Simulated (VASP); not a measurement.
# Pt (R-3m) in VASP: a series of runs

Runs on Pt. Level: PBEsol. Tasks: single point.

Program: VASP 6.6.1. These are calculated values, not measurements. Logs are shortened: lines on timing, memory, paths and dates and some standing lists are left out, and cuts for length are marked.

### Step 1. The cell of the first run

The structure is trigonal, space group R-3m (No. 166). Conventional cell: a = 4.217 Å, b = 4.217 Å, c = 3.099 Å, α = 90.00°, β = 90.00°, γ = 120.00°. Pt (site symmetry -3m) has 14 Pt at 2.64 to 3.19 Å within 3.5 Å.

### Step 2. Single point, PBEsol

The input, INCAR:

```
SYSTEM = Pt
PREC = Accurate
ENCUT = 520
EDIFF = 1E-7
ISMEAR = 0
SIGMA = 0.15
LREAL = .FALSE.
LASPH = .TRUE.
NELM = 100
ALGO = Fast
ISIF = 2
LWAVE = .FALSE.
LCHARG = .FALSE.
GGA = PS
NBANDS = 11
```

The input, KPOINTS:

```
Automatic mesh
0
G
  24 24 24
  0 0 0
```

The input, POSCAR:

```
Pt
1.0
   -1.3914208912      1.5901953042      1.5901953042
    1.5901953042     -1.3914208912      1.5901953042
    1.5901953042      1.5901953042     -1.3914208912
Pt
1
Direct
    0.0000000000      0.0000000000      0.0000000000
```

Potentials or basis: VASP PAW PBE potentials, release 64 (Pt).

The run is started by

```
$ cat potpaw_PBE.64/Pt/POTCAR > POTCAR
$ mpirun -np 1 vasp_std > vasp.out
```

OUTCAR:

```text
SYSTEM = Pt
   PREC = Accurate
   ENCUT = 520
   EDIFF = 1E-7
   ISMEAR = 0
   LREAL = .FALSE.
   LASPH = .TRUE.
   NELM = 100
   ISIF = 2
   GGA = PS

 ion  position               nearest neighbor table
   1  0.000  0.000  0.000-

  LATTYP: Found a trigonal (rhomboedric) cell.
 ALAT       =     2.6445215649
 COS(alpha) =    -0.2711864407

  Lattice vectors:

 A1 = (  -1.3914208912,   1.5901953042,   1.5901953042)
 A2 = (   1.5901953042,  -1.3914208912,   1.5901953042)
 A3 = (   1.5901953042,   1.5901953042,  -1.3914208912)

Analysis of symmetry for initial positions (statically):
=====================================================================
 Subroutine PRICEL returns:
 Original cell was already a primitive cell.

 Routine SETGRP: Setting up the symmetry group for a
 trigonal (rhombohedral) supercell.

 Subroutine GETGRP returns: Found 12 space group operations
 (whereof 12 operations were pure point group operations)
 out of a pool of 12 trial point group operations.

The static configuration has the point symmetry D_3d.

Analysis of symmetry for dynamics (positions and initial velocities):
=====================================================================
 Subroutine PRICEL returns:
 Original cell was already a primitive cell.

 Routine SETGRP: Setting up the symmetry group for a
 trigonal (rhombohedral) supercell.

 Subroutine GETGRP returns: Found 12 space group operations
 (whereof 12 operations were pure point group operations)
 out of a pool of 12 trial point group operations.

The dynamic configuration has the point symmetry D_3d.

 Subroutine INISYM returns: Found 12 space group operations
 (whereof 12 operations are pure point group operations),
 and found     1 'primitive' translations

----------------------------------------------------------------------------------------

                                     Primitive cell

  volume of cell :      15.9040

  direct lattice vectors                    reciprocal lattice vectors
    -1.391420891  1.590195304  1.590195304    -0.037265397  0.298123176  0.298123176
     1.590195304 -1.391420891  1.590195304     0.298123176 -0.037265397  0.298123176
     1.590195304  1.590195304 -1.391420891     0.298123176  0.298123176 -0.037265397

  length of vectors
     2.644521565  2.644521565  2.644521565     0.423253548  0.423253548  0.423253548

  position of ions in fractional coordinates (direct lattice)
     0.000000000  0.000000000  0.000000000

  ion indices of the primitive-cell ions
   primitive index   ion index
                 1           1

----------------------------------------------------------------------------------------

 KPOINTS: Automatic mesh

Automatic generation of k-mesh.
 Grid dimensions read from file:
 generate k-points for:   24   24   24

 Generating k-lattice:

  Cartesian coordinates                     Fractional coordinates (reciprocal lattice)
    -0.001552725  0.012421799  0.012421799     0.041666667  0.000000000  0.000000000
     0.012421799 -0.001552725  0.012421799     0.000000000  0.041666667  0.000000000
     0.012421799  0.012421799 -0.001552725     0.000000000  0.000000000  0.041666667

  Length of vectors
     0.017635564  0.017635564  0.017635564

  Shift w.r.t. Gamma in fractional coordinates (k-lattice)
     0.000000000  0.000000000  0.000000000

 Subroutine IBZKPT returns following result:
 ===========================================

 Found   1313 irreducible k-points:

 Following reciprocal coordinates:
            Coordinates               Weight
  0.000000  0.000000  0.000000      1.000000
  0.041667  0.000000  0.000000      6.000000
  0.083333  0.000000  0.000000      6.000000
  0.125000  0.000000  0.000000      6.000000
  0.166667  0.000000  0.000000      6.000000
  0.208333 -0.000000 -0.000000      6.000000
[... 16 lines left out ...]
  0.416667  0.041667 -0.000000     12.000000
  0.458333  0.041667  0.000000     12.000000
 [... further k-points ...]
   k-points           NKPTS =   1313   k-points in BZ     NKDIM =   1313   number of bands    NBANDS=     11
   number of dos      NEDOS =    301   number of ions     NIONS =      1
   total plane-waves  NPLWV =   8000
   dimension x,y,z NGX =    20 NGY =   20 NGZ =   20
   dimension x,y,z NGXF=    40 NGYF=   40 NGZF=   40
   ions per type =               1
   NGX,Y,Z   is equivalent  to a cutoff of  12.57, 12.57, 12.57 a.u.
   NGXF,Y,Z  is equivalent  to a cutoff of  25.15, 25.15, 25.15 a.u.
 SYSTEM =  Pt
   PREC   = accura    normal or accurate (medium, high low for compatibility)
   ISTART =      0    job   : 0-new  1-cont  2-samecut
   ICHARG =      2    charge: 1-file 2-atom 10-const
   ISPIN  =      1    spin polarized calculation?
   LNONCOLLINEAR =      F non collinear calculations
   LSORBIT =      F    spin-orbit coupling
   LASPH  =      T    aspherical Exc in radial PAW
   ENCUT  =  520.0 eV  38.22 Ry    6.18 a.u.   4.92  4.92  4.92*2*pi/ulx,y,z
   NELM   =    100;   NELMIN=  2; NELMDL= -5     # of ELM steps
   EDIFF  = 0.1E-06   stopping-criterion for ELM
   LREAL  =      F    real-space projection
   EDIFFG = 0.1E-05   stopping-criterion for IOM
   NSW    =      0    number of steps for IOM
   IBRION =     -1    ionic relax: 0-MD 1-quasi-New 2-CG
   NFREE  =      0    steps in history (QN), initial steepest desc. (CG)
   ISIF   =      2    stress and relaxation
   ISYM   =      2    0-nonsym 1-usesym 2-fastsym
   POTIM  = 0.5000    time-step for ionic-motion
   TEBEG  =    0.0;   TEEND  =   0.0 temperature during run
   PSTRESS=    0.0 pullay stress
   NELECT =      10.0000    total number of electrons
   NUPDOWN=      -1.0000    fix difference up-down
   EMIN   =  10.00;   EMAX   =-10.00  energy-range for DOS
   EFERMI =   0.00;   METHOD = LEGACY
   ISMEAR =     0;   SIGMA  =   0.15  broadening in eV -4-tet -1-fermi 0-gaus
   EFERMI_NEDOS =   21; number of points for ismear=-14 and -15
   IALGO  =     68    algorithm
   IMIX   =      4    mixing-type and parameters
     AMIX     =   0.40;   BMIX     =  1.00
     AMIX_MAG =   1.60;   BMIX_MAG =  1.00
  volume/ion in A,a.u.               =      15.90       107.33
  Fermi-wavevector in a.u.,A,eV,Ry     =   1.402510  2.650360 26.763132  1.967035
  Thomas-Fermi vector in A             =   2.525265
   LORBIT       =      0    0 simple, 1 ext, 2 COOP (PROOUT), +10 PAW based schemes
   GGA     = PS    functional components
   LHFCALC =     F    Hartree Fock is set to
   AEXX    =    0.0000 exact exchange contribution
   IVDW    =     0    specifies the selected vdW correction
   LEPSILON=     F    determine dielectric tensor
   LRPA    =     F    only Hartree local field effects (RPA)
 non-spin polarized calculation
 RMM-DIIS sequential band-by-band and
 Gauss-broadening in eV      SIGMA  =   0.15
  energy-cutoff  :      520.00
  volume of cell :       15.90
 maximum number of plane-waves:       442
   NGX =  9   NGY =  9   NGZ =  9

 number of electron      10.0000000 magnetization

 Free energy of the ion-electron system (eV)
  ---------------------------------------------------
  ext. energy  EPLUGINS =         0.00000000
  ---------------------------------------------------
  free energy    TOTEN  =        -6.64679210 eV

  energy without entropy =       -6.63404619  energy(sigma->0) =       -6.64041915

 E-fermi :   9.8110     XC(G=0): -13.2766

 val. band max:        9.8097254245   @ k =  -0.2083  -0.2083   0.1250
 cond. band min:       9.8129380104   @ k =  -0.2083  -0.4167   0.0833
 fundamental gap:      0.0032125859
 Fermi energy:         9.8110188733

 k-point     1 :       0.0000    0.0000    0.0000
  band No.  band energies     occupation
      1       0.4104      2.00000
      2       5.3815      2.00000
      3       5.3815      2.00000
      4       8.0652      2.00000
      5       9.3381      1.99999
      6       9.3381      1.99999
      7      25.8819      0.00000
      8      25.8819      0.00000
      9      29.2947      0.00000
     10      33.4814      0.00000
     11      36.8032      0.00000

 k-point     2 :       0.0417    0.0000    0.0000
  band No.  band energies     occupation
      1       0.4729      2.00000
      2       5.3718      2.00000
      3       5.4063      2.00000
      4       8.0747      2.00000
      5       9.3211      2.00000
      6       9.3311      1.99999
      7      25.9108      0.00000
      8      25.9393      0.00000
      9      29.3328      0.00000
     10      32.9034      0.00000
     11      36.2672      0.00000

 k-point     3 :       0.0833    0.0000    0.0000
  band No.  band energies     occupation
      1       0.6569      2.00000
      2       5.3424      2.00000
      3       5.4774      2.00000
      4       8.1058      2.00000
      5       9.2777      2.00000
      6       9.3129      2.00000
      7      25.9320      0.00000
      8      26.0971      0.00000
      9      29.4327      0.00000
     10      31.7535      0.00000
     11      35.3516      0.00000

 k-point     4 :       0.1250    0.0000    0.0000
  band No.  band energies     occupation
      1       0.9519      2.00000
      2       5.2935      2.00000
      3       5.5861      2.00000
      4       8.1669      2.00000
      5       9.2272      2.00000
      6       9.2906      2.00000
      7      25.7271      0.00000
      8      26.3071      0.00000
      9      29.5567      0.00000
     10      30.7316      0.00000
     11      34.6104      0.00000
[... 239 lines left out ...]
 k-point    22 :       0.3750    0.0417   -0.0000
  band No.  band energies     occupation
      1       3.1560      2.00000
      2       4.7467      2.00000
      3       7.8999      2.00000
      4       9.2070      2.00000
      5       9.5425      1.98865
      6       9.9131      0.33587
      7      17.3338      0.00000
      8      24.5572      0.00000
      9      27.4246      0.00000
     10      33.6570      0.00000
     11      34.8455      0.00000

 k-point    23 :       0.4167    0.0417   -0.0000
  band No.  band energies     occupation
      1       3.2173      2.00000
      2       4.6948      2.00000
      3       8.5880      2.00000
      4       9.2226      2.00000
      5       9.6491      1.87302
      6      10.1187      0.00372
      7      16.2428      0.00000
      8      24.2804      0.00000
      9      26.9287      0.00000
     10      34.5867      0.00000
     11      35.0286      0.00000

 k-point    24 :       0.4583    0.0417    0.0000
  band No.  band energies     occupation
      1       3.2436      2.00000
      2       4.6680      2.00000
      3       8.9408      2.00000
      4       9.2110      2.00000
      5       9.7566      1.39235
      6      10.3666      0.00000
      7      15.5366      0.00000
      8      24.1405      0.00000
      9      26.6572      0.00000
     10      35.0480      0.00000
     11      35.2664      0.00000

 [... further k-points ...]

------------------------ aborting loop because EDIFF is reached ----------------------------------------

  FORCE on cell =-STRESS in cart. coord.  units (eV):
  Direction    XX          YY          ZZ          XY          YZ          ZX
  --------------------------------------------------------------------------------------
  -------------------------------------------------------------------------------------
  Total       -0.2515935     -0.2515935     -0.2515935     -0.7047828     -0.7047828     -0.7047828
  in kB      -25.3456512    -25.3456512    -25.3456512    -71.0001713    -71.0001713    -71.0001713
  external PRESSURE =     -25.3456512 kB  Pullay stress =       0.0000000 kB

 VOLUME and BASIS-vectors are now :
 -----------------------------------------------------------------------------
  energy-cutoff  :      520.00
  volume of cell :       15.90
      direct lattice vectors                 reciprocal lattice vectors
    -1.391420891  1.590195304  1.590195304    -0.037265397  0.298123176  0.298123176
     1.590195304 -1.391420891  1.590195304     0.298123176 -0.037265397  0.298123176
     1.590195304  1.590195304 -1.391420891     0.298123176  0.298123176 -0.037265397

 POSITION                                       TOTAL-FORCE (eV/Angst)
 -----------------------------------------------------------------------------------
      0.00000      0.00000      0.00000         0.000000      0.000000     -0.000000
 -----------------------------------------------------------------------------------
    total drift:                                0.000000      0.000000      0.000000

  FREE ENERGIE OF THE ION-ELECTRON SYSTEM (eV)
  ---------------------------------------------------
  free  energy   TOTEN  =        -6.6467921035 eV

  energy  without entropy=       -6.6340461932  energy(sigma->0) =       -6.64041915
```

Run time: 84 s. Hardware: 1 thread of Intel Xeon 6975P-C (Granite Rapids), shared host; peak memory 0.33 GiB.

Results:

| Item | Value |
| --- | --- |
| Free energy | -6.6468 eV |
| Pressure | -2.5 GPa |
| Band gap on the k mesh | zero (band 5 reaches 11.47 eV, above the bottom of band 6 at 9.04 eV) |

Levels at points of the mesh, in eV from the Fermi level:
```tsv
k point	band 2	band 3	band 4	band 5	band 6	band 7	band 8	band 9
(0.00, 0.00, 0.00)	-4.43	-4.43	-1.75	-0.47	-0.47	16.07	16.07	19.48
(0.50, 0.00, 0.00)	-5.17	-0.58	-0.32	-0.31	0.38	5.59	14.30	17.02
(0.50, 0.50, 0.00)	-4.81	-1.03	-1.02	1.26	1.69	7.83	10.86	17.08
(0.50, 0.50, 0.50)	-5.95	-1.10	1.45	1.45	7.93	7.98	7.98	13.56
```

Caveat: the PAW data sets were made with another functional, which shifts forces and pressure a little; spin-orbit coupling is left out, which moves the levels of the heavy elements.

### Step 3. Single point, PBEsol

This run uses another cell than the first one, of the same volume but with other edges.

The input, INCAR:

```
  ALGO = Fast
  EDIFF = 1E-6
  ENCUT = 520
  GGA = PS
  ISIF = 2
  ISMEAR = 0
  LASPH = T
  LCHARG = F
  LREAL = F
  LWAVE = F
  NBANDS = 11
  NELM = 100
  PREC = Accurate
  SIGMA = 0.15
```

The input, KPOINTS:

```
k-points
0
Gamma
  24 24 24
```

The input, POSCAR:

```
Pt
1.0
   -1.0176671736      1.6371167575      1.6371167575
    1.6371167575     -1.0176671736      1.6371167575
    1.6371167575      1.6371167575     -1.0176671736
Pt
1
Direct
    0.0000000000      0.0000000000      0.0000000000
```

Potentials or basis: VASP PAW PBE potentials, release 64 (Pt).

The run is started by

```
$ cat potpaw_PBE.64/Pt/POTCAR > POTCAR
$ mpirun -np 1 vasp_std > vasp.out
```

Wall time 73 s (1 thread of Intel Xeon 6975P-C (Granite Rapids), shared host); peak memory 0.33 GiB.

Results (log left out):

```yaml
Free_energy: -6.3467 eV
Pressure: 20.0 GPa
Band_gap_on_the_k_mesh: zero (band 5 reaches 12.53 eV, above the bottom of band 6 at 9.07 eV)
```

Stress tensor (GPa, compression positive):
```
20.04 -0.69 -0.69
-0.69 20.04 -0.69
-0.69 -0.69 20.04
```

Levels at points of the mesh, in eV from the Fermi level:
| k point | band 3 | band 4 | band 5 | band 6 | band 7 | band 8 |
| --- | --- | --- | --- | --- | --- | --- |
| (0.00, 0.00, 0.00) | -6.47 | 0.09 | 0.39 | 0.39 | 15.35 | 15.35 |
| (0.50, 0.00, 0.00) | -1.97 | -1.78 | -1.02 | 0.54 | 5.34 | 16.33 |
| (0.50, 0.50, 0.00) | -1.78 | -1.28 | 2.33 | 3.29 | 6.02 | 10.49 |
| (0.50, 0.50, 0.50) | -4.73 | 2.45 | 2.45 | 8.93 | 9.56 | 9.56 |

Caveat: the PAW data sets were made with another functional, which shifts forces and pressure a little; spin-orbit coupling is left out, which moves the levels of the heavy elements.
